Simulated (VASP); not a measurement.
Crystal: CdSe.

```xyz
2
Lattice="0.0000 2.9590 2.9590 2.9590 0.0000 2.9590 2.9590 2.9590 0.0000" Properties=species:S:1:pos:R:3 pbc="T T T"
Cd    0.0000    0.0000    0.0000
Se    1.4795    1.4795    1.4795
```

* Program: VASP 6.6.1
* Task: relaxation of cell and atoms
* Functional: PBE
* Potentials or basis: VASP PAW PBE potentials, release 64 (Cd, Se)
* Cutoff: 600 eV
* k mesh: 6 × 6 × 6
* Occupations: fermi-dirac, width 0.02 eV
* Spin: no spin polarisation

At the start: pressure 9.0 GPa; volume 25.91 Å³/atom.

Where does the relaxation end?

Over 5 steps the energy falls by 96.9 meV/atom and the volume is 29.89 Å³/atom (+15.4 %); space group F-43m (No. 216, to 0.05 Å).

Step by step:
| step | energy change (eV) | largest force (eV/Å) | pressure (GPa) | volume (Å³) |
| --- | --- | --- | --- | --- |
| 1 | 0.0000 | 0.0000 | 8.97 | 51.82 |
| 2 | -0.1657 | 0.0000 | -2.31 | 63.47 |
| 3 | -0.1938 | 0.0000 | 0.05 | 59.71 |
| 4 | -0.1938 | 0.0000 | -0.06 | 59.88 |
| 5 | -0.1938 | 0.0000 | 0.02 | 59.79 |

Final structure:
```
CELL_PARAMETERS angstrom
0.00000 3.10353 3.10353
3.10353 0.00000 3.10353
3.10353 3.10353 0.00000
ATOMIC_POSITIONS crystal
Cd 0.00000 0.00000 0.00000
Se 0.25000 0.25000 0.25000
```

Caveat: the volume moved by over 15 % at a fixed basis, so the end points are rough.
